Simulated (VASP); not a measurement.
# MgCd2TeSe2 (P-3m1) in VASP: a series of runs, part 2 of 3

VASP 6.6.1. The steps go on from the part before.

**3. Single point, PBE**

This run uses another cell than the first one, of 24.42 Å³/atom, 1.055 times its volume.

INCAR

```
PREC = Accurate
ENCUT = 520
EDIFF = 1E-6
ISMEAR = 0
SIGMA = 0.1
LREAL = F
LASPH = T
NELM = 100
ALGO = Normal
ISIF = 2
LWAVE = F
LCHARG = T
GGA = PE
LELF = T
LVHAR = T
NBANDS = 31
```

KPOINTS

```
regular mesh
0
Gamma
  6 6 2
```

POSCAR

```
MgCd2TeSe2
1.0
    4.0926680401      0.0000000026      0.0000000000
   -2.0463340223      3.5443544907      0.0000000000
    0.0000000000      0.0000000000     10.1027879754
Mg Cd Te Se
1 2 1 2
Direct
    0.0000000000      0.0000000000      0.5000000000
    0.6666666667      0.3333333333      0.8148425784
    0.3333333333      0.6666666667      0.1851574216
    0.0000000000      0.0000000000      0.0000000000
    0.6666666667      0.3333333333      0.3492868496
    0.3333333333      0.6666666667      0.6507131504
```

Potentials or basis: VASP PAW PBE potentials, release 64 (Mg, Cd, Te, Se).

The run is started by

```
> cat potpaw_PBE.64/Mg/POTCAR potpaw_PBE.64/Cd/POTCAR potpaw_PBE.64/Te/POTCAR potpaw_PBE.64/Se/POTCAR > POTCAR
> mpirun -np 1 vasp_std > vasp.out
```

OUTCAR:

```text
PREC = Accurate
   ENCUT = 520
   EDIFF = 1E-6
   ISMEAR = 0
   LREAL = F
   LASPH = T
   NELM = 100
   ISIF = 2
   GGA = PE

 ion  position               nearest neighbor table
   1  0.000  0.000  0.500-   5 2.81   6 2.81   5 2.81   6 2.81   5 2.81   6 2.81
   2  0.667  0.333  0.815-   6 2.89   6 2.89   6 2.89   4 3.01   4 3.01   4 3.01
   3  0.333  0.667  0.185-   5 2.89   5 2.89   5 2.89   4 3.01   4 3.01   4 3.01
   4  0.000  0.000  0.000-   2 3.01   3 3.01   2 3.01   3 3.01   2 3.01   3 3.01
   5  0.667  0.333  0.349-   1 2.81   1 2.81   1 2.81   3 2.89   3 2.89   3 2.89
   6  0.333  0.667  0.651-   1 2.81   1 2.81   1 2.81   2 2.89   2 2.89   2 2.89

  LATTYP: Found a hexagonal cell.
 ALAT       =     4.0926680401
 C/A-ratio  =     2.4685090206

  Lattice vectors:

 A1 = (   4.0926680401,   0.0000000026,   0.0000000000)
 A2 = (  -2.0463340223,   3.5443544907,   0.0000000000)
 A3 = (   0.0000000000,   0.0000000000,  10.1027879754)

Analysis of symmetry for initial positions (statically):
=====================================================================
 Subroutine PRICEL returns:
 Original cell was already a primitive cell.

 Routine SETGRP: Setting up the symmetry group for a
 hexagonal supercell.

 Subroutine GETGRP returns: Found 12 space group operations
 (whereof 12 operations were pure point group operations)
 out of a pool of 24 trial point group operations.

The static configuration has the point symmetry D_3d.

Analysis of symmetry for dynamics (positions and initial velocities):
=====================================================================
 Subroutine PRICEL returns:
 Original cell was already a primitive cell.

 Routine SETGRP: Setting up the symmetry group for a
 hexagonal supercell.

 Subroutine GETGRP returns: Found 12 space group operations
 (whereof 12 operations were pure point group operations)
 out of a pool of 24 trial point group operations.

The dynamic configuration has the point symmetry D_3d.

 Subroutine INISYM returns: Found 12 space group operations
 (whereof 12 operations are pure point group operations),
 and found     1 'primitive' translations

----------------------------------------------------------------------------------------

                                     Primitive cell

  volume of cell :     146.5497

  direct lattice vectors                    reciprocal lattice vectors
     4.092668040  0.000000003  0.000000000     0.244339387  0.141069411  0.000000000
    -2.046334022  3.544354491  0.000000000    -0.000000000  0.282138822  0.000000000
     0.000000000  0.000000000 10.102787975     0.000000000  0.000000000  0.098982578

  length of vectors
     4.092668040  4.092668040 10.102787975     0.282138822  0.282138822  0.098982578

  position of ions in fractional coordinates (direct lattice)
     0.000000000  0.000000000  0.500000000
     0.666666667  0.333333333  0.814842578
     0.333333333  0.666666667  0.185157422
     0.000000000  0.000000000  0.000000000
     0.666666667  0.333333333  0.349286850
     0.333333333  0.666666667  0.650713150

  ion indices of the primitive-cell ions
   primitive index   ion index
                 1           1
                 2           2
                 3           3
                 4           4
                 5           5
                 6           6

[... 34 lines left out ...]
  0.333333  0.333333  0.000000      2.000000
  0.000000  0.000000  0.500000      1.000000
  0.166667  0.000000  0.500000      6.000000
  0.333333  0.000000  0.500000      6.000000
  0.500000  0.000000  0.500000      3.000000
  0.166667  0.166667  0.500000      6.000000
  0.333333  0.166667  0.500000     12.000000
  0.333333  0.333333  0.500000      2.000000
   k-points           NKPTS =     14   k-points in BZ     NKDIM =     14   number of bands    NBANDS=     31
   number of dos      NEDOS =    301   number of ions     NIONS =      6
   total plane-waves  NPLWV =  72000
   dimension x,y,z NGX =    30 NGY =   30 NGZ =   80
   dimension x,y,z NGXF=    60 NGYF=   60 NGZF=  160
   ions per type =               1   2   1   2
   NGX,Y,Z   is equivalent  to a cutoff of  12.19, 12.19, 13.16 a.u.
   NGXF,Y,Z  is equivalent  to a cutoff of  24.37, 24.37, 26.33 a.u.
 SYSTEM =  unknown system
   PREC   = accura    normal or accurate (medium, high low for compatibility)
   ISTART =      0    job   : 0-new  1-cont  2-samecut
   ICHARG =      2    charge: 1-file 2-atom 10-const
   ISPIN  =      1    spin polarized calculation?
   LNONCOLLINEAR =      F non collinear calculations
   LSORBIT =      F    spin-orbit coupling
   LASPH  =      T    aspherical Exc in radial PAW
   ENCUT  =  520.0 eV  38.22 Ry    6.18 a.u.   7.61  7.61 18.78*2*pi/ulx,y,z
   NELM   =    100;   NELMIN=  2; NELMDL= -5     # of ELM steps
   EDIFF  = 0.1E-05   stopping-criterion for ELM
   LREAL  =      F    real-space projection
   EDIFFG = 0.1E-04   stopping-criterion for IOM
   NSW    =      0    number of steps for IOM
   IBRION =     -1    ionic relax: 0-MD 1-quasi-New 2-CG
   NFREE  =      0    steps in history (QN), initial steepest desc. (CG)
   ISIF   =      2    stress and relaxation
   ISYM   =      2    0-nonsym 1-usesym 2-fastsym
   POTIM  = 0.5000    time-step for ionic-motion
   TEBEG  =    0.0;   TEEND  =   0.0 temperature during run
   PSTRESS=    0.0 pullay stress
   NELECT =      44.0000    total number of electrons
   NUPDOWN=      -1.0000    fix difference up-down
   EMIN   =  10.00;   EMAX   =-10.00  energy-range for DOS
   EFERMI =   0.00;   METHOD = LEGACY
   ISMEAR =     0;   SIGMA  =   0.10  broadening in eV -4-tet -1-fermi 0-gaus
   EFERMI_NEDOS =   21; number of points for ismear=-14 and -15
   IALGO  =     38    algorithm
   IMIX   =      4    mixing-type and parameters
     AMIX     =   0.40;   BMIX     =  1.00
     AMIX_MAG =   1.60;   BMIX_MAG =  1.00
  volume/ion in A,a.u.               =      24.42       164.83
  Fermi-wavevector in a.u.,A,eV,Ry     =   1.096219  2.071554 16.350075  1.201697
  Thomas-Fermi vector in A             =   2.232557
   LORBIT       =      0    0 simple, 1 ext, 2 COOP (PROOUT), +10 PAW based schemes
   GGA     = PE    functional components
   LHFCALC =     F    Hartree Fock is set to
   AEXX    =    0.0000 exact exchange contribution
   IVDW    =     0    specifies the selected vdW correction
   LEPSILON=     F    determine dielectric tensor
   LRPA    =     F    only Hartree local field effects (RPA)
 non-spin polarized calculation
 Gauss-broadening in eV      SIGMA  =   0.10
  energy-cutoff  :      520.00
  volume of cell :      146.55
 maximum number of plane-waves:      3971
   NGX = 15   NGY = 15   NGZ = 37

 number of electron      44.0000013 magnetization

 Free energy of the ion-electron system (eV)
  ---------------------------------------------------
  ext. energy  EPLUGINS =         0.00000000
  ---------------------------------------------------
  free energy    TOTEN  =       -16.91842500 eV

  energy without entropy =      -16.91555423  energy(sigma->0) =      -16.91698962

 E-fermi :   3.6553     XC(G=0):  -9.7003

 val. band max:        3.4718942881   @ k =   0.1667   0.0000   0.5000
 cond. band min:       3.7022240786   @ k =   0.0000   0.0000   0.0000
 fundamental gap:      0.2303297906
 Fermi energy:         3.6552503976

 k-point     1 :       0.0000    0.0000    0.0000
  band No.  band energies     occupation
      1      -9.6297      2.00000
      2      -9.0632      2.00000
      3      -7.8328      2.00000
      4      -5.0258      2.00000
      5      -5.0258      2.00000
      6      -4.9646      2.00000
[... 465 lines left out ...]
     30      10.3229      0.00000
     31      10.3229      0.00000

------------------------ aborting loop because EDIFF is reached ----------------------------------------

  FORCE on cell =-STRESS in cart. coord.  units (eV):
  Direction    XX          YY          ZZ          XY          YZ          ZX
  --------------------------------------------------------------------------------------
  -------------------------------------------------------------------------------------
  Total        0.1353797      0.1353797      0.1571682      0.0000000      0.0000000     -0.0000000
  in kB        1.4800602      1.4800602      1.7182661      0.0000000      0.0000000     -0.0000000
  external PRESSURE =       1.5594622 kB  Pullay stress =       0.0000000 kB

 VOLUME and BASIS-vectors are now :
 -----------------------------------------------------------------------------
  energy-cutoff  :      520.00
  volume of cell :      146.55
      direct lattice vectors                 reciprocal lattice vectors
     4.092668040  0.000000003  0.000000000     0.244339387  0.141069411  0.000000000
    -2.046334022  3.544354491  0.000000000    -0.000000000  0.282138822  0.000000000
     0.000000000  0.000000000 10.102787975     0.000000000  0.000000000  0.098982578

 POSITION                                       TOTAL-FORCE (eV/Angst)
 -----------------------------------------------------------------------------------
      0.00000      0.00000      5.05139         0.000000      0.000000      0.000000
      2.04633      1.18145      8.23218        -0.000000      0.000000      0.002629
     -0.00000      2.36290      1.87061         0.000000     -0.000000     -0.002629
      0.00000      0.00000      0.00000         0.000000      0.000000      0.000000
      2.04633      1.18145      3.52877         0.000000      0.000000      0.031858
     -0.00000      2.36290      6.57402        -0.000000     -0.000000     -0.031858
 -----------------------------------------------------------------------------------
    total drift:                                0.000000      0.000000     -0.000000

  FREE ENERGIE OF THE ION-ELECTRON SYSTEM (eV)
  ---------------------------------------------------
  free  energy   TOTEN  =       -16.9184249993 eV

  energy  without entropy=      -16.9155542309  energy(sigma->0) =      -16.91698962
```

OSZICAR:

```text
N       E                     dE             d eps       ncg     rms          rms(c)
DAV:   1     0.256957180472E+03    0.25696E+03   -0.19555E+04   868   0.124E+03
DAV:   2    -0.253725627090E+01   -0.25949E+03   -0.24791E+03   990   0.287E+02
DAV:   3    -0.179094738648E+02   -0.15372E+02   -0.15263E+02  1031   0.680E+01
DAV:   4    -0.180522652939E+02   -0.14279E+00   -0.14272E+00  1022   0.645E+00
DAV:   5    -0.180536631024E+02   -0.13978E-02   -0.13978E-02   981   0.649E-01    0.833E+00
DAV:   6    -0.169934747647E+02    0.10602E+01   -0.19684E+00  1079   0.111E+01    0.692E+00
DAV:   7    -0.169220123150E+02    0.71462E-01   -0.82485E-01  1023   0.391E+00    0.312E+00
DAV:   8    -0.169188668543E+02    0.31455E-02   -0.59748E-02   995   0.212E+00    0.475E-01
DAV:   9    -0.169184292692E+02    0.43759E-03   -0.83634E-03  1001   0.804E-01    0.105E-01
DAV:  10    -0.169183756022E+02    0.53667E-04   -0.82334E-04   994   0.232E-01    0.698E-02
DAV:  11    -0.169184346747E+02   -0.59073E-04   -0.21137E-04   988   0.704E-02    0.233E-02
DAV:  12    -0.169184245464E+02    0.10128E-04   -0.64721E-05   980   0.455E-02    0.107E-02
DAV:  13    -0.169184249993E+02   -0.45285E-06   -0.79370E-06  1029   0.215E-02
   1 F= -.16918425E+02 E0= -.16916990E+02  d E =-.287077E-02
```

Wall time 39 s (1 thread of AMD EPYC 9R45 (Zen 5), shared host); peak memory 0.26 GiB.

What came out:

```
Free energy            : -16.9184 eV
Pressure               : 0.2 GPa
Largest force          : 0.032 eV/Å
Band gap on the k mesh : zero (band 22 reaches 3.70 eV, above the bottom of band 23 at 2.92 eV)
```

Forces on the atoms (eV/Å):
```
Mg   0.000  0.000  0.000
Cd   0.000  0.000  0.003
Cd   0.000  0.000 -0.003
Te   0.000  0.000  0.000
Se   0.000  0.000  0.032
Se   0.000  0.000 -0.032
```

Levels at points of the mesh, in eV from the Fermi level:
| k point | band 20 | band 21 | band 22 | band 23 | band 24 | band 25 |
| --- | --- | --- | --- | --- | --- | --- |
| (0.00, 0.00, 0.00) | -0.99 | 0.05 | 0.05 | 0.13 | 2.42 | 3.11 |
| (0.50, 0.00, 0.00) | -1.69 | -1.69 | -0.83 | -0.74 | 2.31 | 2.61 |
| (0.00, 0.00, 0.50) | -1.10 | 0.05 | 0.05 | 1.74 | 1.85 | 2.87 |
| (0.50, 0.00, 0.50) | -2.06 | -0.72 | -0.57 | 0.23 | 0.97 | 2.55 |

Caveat: spin-orbit coupling is left out, which moves the levels of the heavy elements.

**4. Relaxation of cell and atoms, PBE**

INCAR

```
PREC = Accurate
ENCUT = 600
EDIFF = 1E-6
ISMEAR = 0
SIGMA = 0.1
LREAL = F
LASPH = T
NELM = 100
ALGO = Normal
ISIF = 3
LWAVE = F
LCHARG = F
GGA = PE
IBRION = 2
NSW = 90
EDIFFG = -0.04
```

KPOINTS

```
Automatic mesh
0
Gamma
  6 6 2
```

POSCAR

```
MgCd2TeSe2
1.0
    4.5869296700      0.0000000000      0.0000000000
   -2.2934648400      3.9723976200      0.0000000000
    0.0000000000      0.0000000000      7.6205962800
Mg Cd Te Se
1 2 1 2
Direct
    0.0000000000      0.0000000000      0.5000000000
    0.6666666700      0.3333333300      0.6592910300
    0.3333333300      0.6666666700      0.3407089700
    0.0000000000      0.0000000000      0.0000000000
    0.6666666700      0.3333333300      0.2673510000
    0.3333333300      0.6666666700      0.7326490000
```

Potentials or basis: VASP PAW PBE potentials, release 64 (Mg, Cd, Te, Se).

The run is started by

```
> cat potpaw_PBE.64/Mg/POTCAR potpaw_PBE.64/Cd/POTCAR potpaw_PBE.64/Te/POTCAR potpaw_PBE.64/Se/POTCAR > POTCAR
> mpirun -np 1 vasp_std > vasp.out
```

OUTCAR:

```text
PREC = Accurate
   ENCUT = 600
   EDIFF = 1E-6
   ISMEAR = 0
   LREAL = F
   LASPH = T
   NELM = 100
   ISIF = 3
   GGA = PE
   IBRION = 2
   NSW = 90
   EDIFFG = -0.04

 ion  position               nearest neighbor table
   1  0.000  0.000  0.500-   2 2.91   3 2.91   2 2.91   3 2.91   2 2.91   3 2.91   5 3.19   6 3.19
                             5 3.19   6 3.19   6 3.19   5 3.19
   2  0.667  0.333  0.659-   6 2.71   6 2.71   6 2.71   1 2.91   1 2.91   1 2.91   5 2.99   3 3.59
                             3 3.59   3 3.59   4 3.71   4 3.71   4 3.71
   3  0.333  0.667  0.341-   5 2.71   5 2.71   5 2.71   1 2.91   1 2.91   1 2.91   6 2.99   2 3.59
                             2 3.59   2 3.59   4 3.71   4 3.71   4 3.71
   4  0.000  0.000  0.000-   2 3.71   3 3.71   2 3.71   3 3.71   2 3.71   3 3.71
   5  0.667  0.333  0.267-   3 2.71   3 2.71   3 2.71   2 2.99   1 3.19   1 3.19   1 3.19
   6  0.333  0.667  0.733-   2 2.71   2 2.71   2 2.71   3 2.99   1 3.19   1 3.19   1 3.19

  LATTYP: Found a hexagonal cell.
 ALAT       =     4.5869296700
 C/A-ratio  =     1.6613719477

  Lattice vectors:

 A1 = (   4.5869296700,   0.0000000000,   0.0000000000)
 A2 = (  -2.2934648400,   3.9723976200,   0.0000000000)
 A3 = (   0.0000000000,   0.0000000000,   7.6205962800)

[... 164 lines left out ...]

 number of electron      44.0000002 magnetization

 Free energy of the ion-electron system (eV)
  ---------------------------------------------------
  ext. energy  EPLUGINS =         0.00000000
  ---------------------------------------------------
  free energy    TOTEN  =       -12.63869525 eV

  energy without entropy =      -12.62246371  energy(sigma->0) =      -12.63057948

------------------------ aborting loop because EDIFF is reached ----------------------------------------

  FORCE on cell =-STRESS in cart. coord.  units (eV):
  Direction    XX          YY          ZZ          XY          YZ          ZX
  --------------------------------------------------------------------------------------
  -------------------------------------------------------------------------------------
  Total        7.0128718      7.0128718      3.1901186     -0.0000000      0.0000000      0.0000000
  in kB       80.9175521     80.9175521     36.8089699     -0.0000001      0.0000000      0.0000000
  external PRESSURE =      66.2146914 kB  Pullay stress =       0.0000000 kB
[... 930 lines left out ...]
     25       6.8855      0.00000
     26       7.6064      0.00000

[... ionic steps 4 to 74 ...]

--------------------------------------- Ionic step       75  -------------------------------------------

 number of electron      44.0000002 magnetization

------------------------ aborting loop because EDIFF is reached ----------------------------------------
[... 75 lines left out ...]
--------------------------------------- Ionic step       77  -------------------------------------------

 number of electron      44.0000001 magnetization

 Free energy of the ion-electron system (eV)
  ---------------------------------------------------
  ext. energy  EPLUGINS =         0.00000000
  ---------------------------------------------------
  free energy    TOTEN  =       -15.27360784 eV

  energy without entropy =      -15.27242416  energy(sigma->0) =      -15.27301600

 E-fermi :   3.8821     XC(G=0):  -9.8081

 val. band max:        3.7345639940   @ k =   0.3333   0.0000   0.5000
 cond. band min:       4.0036237930   @ k =   0.5000   0.0000   0.0000
 fundamental gap:      0.2690597990
 Fermi energy:         3.8820586185
[... 437 lines left out ...]
  FREE ENERGIE OF THE ION-ELECTRON SYSTEM (eV)
  ---------------------------------------------------
  free  energy   TOTEN  =       -15.2736078393 eV

  energy  without entropy=      -15.2724241563  energy(sigma->0) =      -15.27301600

 reached required accuracy - stopping structural energy minimisation
```

Run time: 33 min. Hardware: 1 thread of AMD EPYC 9R45 (Zen 5), shared host; peak memory 0.37 GiB.

Results:

```yaml
Free_energy: -15.2736 eV
Relaxed_volume: 24.24 Å³/atom
Relaxed_cell: a = 5.482 Å, b = 5.482 Å, c = 5.588 Å, α = 90.00°, β = 90.00°, γ = 120.00°
Space_group_after_relaxing_to_0.05_Å: P6/mmm (No. 191)
Energy_gained_by_relaxing: 439.2 meV/atom
Ionic_steps: 77
Pressure_after_relaxing: 0.0 GPa
Largest_force_after_relaxing: 0.032 eV/Å
Band_gap_on_the_k_mesh: zero (band 22 reaches 4.78 eV, above the bottom of band 23 at 3.33 eV)
```

Forces on the atoms (eV/Å):
```
Mg   0.000  0.000  0.000
Cd   0.000  0.000  0.022
Cd   0.000  0.000 -0.022
Te   0.000  0.000  0.000
Se   0.000  0.000 -0.032
Se   0.000  0.000  0.032
```

Step by step:
| step | energy change (eV) | largest force (eV/Å) | pressure (GPa) | volume (Å³) |
| --- | --- | --- | --- | --- |
| 1 | 0.0000 | 0.7532 | 6.62 | 138.86 |
| 3 | -0.3717 | 0.5470 | -0.51 | 155.61 |
| 5 | -0.5584 | 0.4752 | -0.41 | 152.34 |
| 7 | -1.0630 | 0.3892 | 4.75 | 133.62 |
| 9 | -0.2150 | 2.5066 | 8.79 | 133.08 |
| 11 | 0.1386 | 3.4370 | 11.48 | 130.93 |
| 13 | 0.4960 | 4.1858 | 17.54 | 124.21 |
| 15 | 0.4825 | 4.1219 | 17.66 | 124.07 |
| 17 | 0.4576 | 3.8467 | 18.28 | 123.51 |
| 19 | 0.3842 | 3.7282 | 17.80 | 123.85 |
| 21 | 0.0795 | 3.2325 | 15.78 | 125.39 |
| 23 | -0.7848 | 1.7466 | 9.11 | 131.67 |
| 25 | -1.3574 | 0.4450 | 1.23 | 144.04 |
| 27 | -1.3645 | 0.5692 | 0.28 | 146.26 |
| 29 | -1.3866 | 0.5238 | 0.07 | 147.15 |
| 31 | -1.4534 | 0.3172 | -0.77 | 151.13 |
| 33 | -1.4713 | 0.3452 | -1.34 | 154.67 |
| 35 | -1.5173 | 0.3249 | 0.61 | 149.46 |
| 37 | -1.5828 | 0.1477 | 0.73 | 147.27 |
| 39 | -1.6322 | 0.3696 | -0.18 | 147.09 |
| 41 | -1.6678 | 0.2762 | -0.69 | 148.17 |
| 43 | -1.7442 | 0.3692 | 0.18 | 145.81 |
| 45 | -1.9264 | 0.4251 | 6.72 | 130.94 |
| 47 | -1.9368 | 0.4175 | 5.66 | 132.63 |
| 49 | -1.9463 | 0.4139 | 5.79 | 132.39 |
| 51 | -1.9752 | 0.4166 | 6.60 | 131.30 |
| 53 | -1.9801 | 0.4167 | 7.05 | 130.78 |
| 55 | -2.0656 | 0.3731 | 6.24 | 132.27 |
| 57 | -2.3032 | 0.1928 | 3.15 | 139.07 |
| 59 | -2.3346 | 0.2997 | 1.73 | 143.14 |
| 61 | -2.4102 | 0.1933 | 0.49 | 145.47 |
| 63 | -2.4626 | 0.3627 | -0.55 | 147.82 |
| 65 | -2.4873 | 0.3788 | 0.04 | 145.90 |
| 67 | -2.5096 | 0.3476 | 0.16 | 144.88 |
| 69 | -2.5508 | 0.3384 | 0.19 | 145.98 |
| 71 | -2.5970 | 0.2302 | -0.63 | 147.88 |
| 73 | -2.6109 | 0.1046 | -1.32 | 149.68 |
| 75 | -2.6347 | 0.0476 | -0.05 | 145.63 |
| 77 | -2.6349 | 0.0315 | 0.01 | 145.47 |

Final structure:
```yaml
crystal:
  lattice:
    - [5.48243, 0.00000, 0.00000]
    - [-2.74121, 4.74792, 0.00000]
    - [0.00000, 0.00000, 5.58845]
  atoms:
    - { symbol: Mg, position: [0.00000, 0.00000, 0.50000] }
    - { symbol: Cd, position: [0.66667, 0.33333, 0.99905] }
    - { symbol: Cd, position: [0.33333, 0.66667, 0.00095] }
    - { symbol: Te, position: [0.00000, 0.00000, 0.00000] }
    - { symbol: Se, position: [0.66667, 0.33333, 0.50030] }
    - { symbol: Se, position: [0.33333, 0.66667, 0.49970] }
```

Levels at points of the mesh, in eV from the Fermi level:
```tsv
k point	band 20	band 21	band 22	band 23	band 24	band 25
(0.00, 0.00, 0.00)	-2.04	-1.94	-0.49	-0.49	0.77	1.45
(0.50, 0.00, 0.00)	-2.33	-1.51	-0.77	0.12	1.95	2.18
(0.00, 0.00, 0.50)	-2.31	-1.34	-1.34	0.81	0.81	1.01
(0.50, 0.00, 0.50)	-0.77	-0.75	0.28	1.80	3.09	3.44
```

Caveat: the k points lie up to 0.56 Å⁻¹ apart in the final cell; spin-orbit coupling is left out, which moves the levels of the heavy elements.

(Continued in part 3 of 3.)
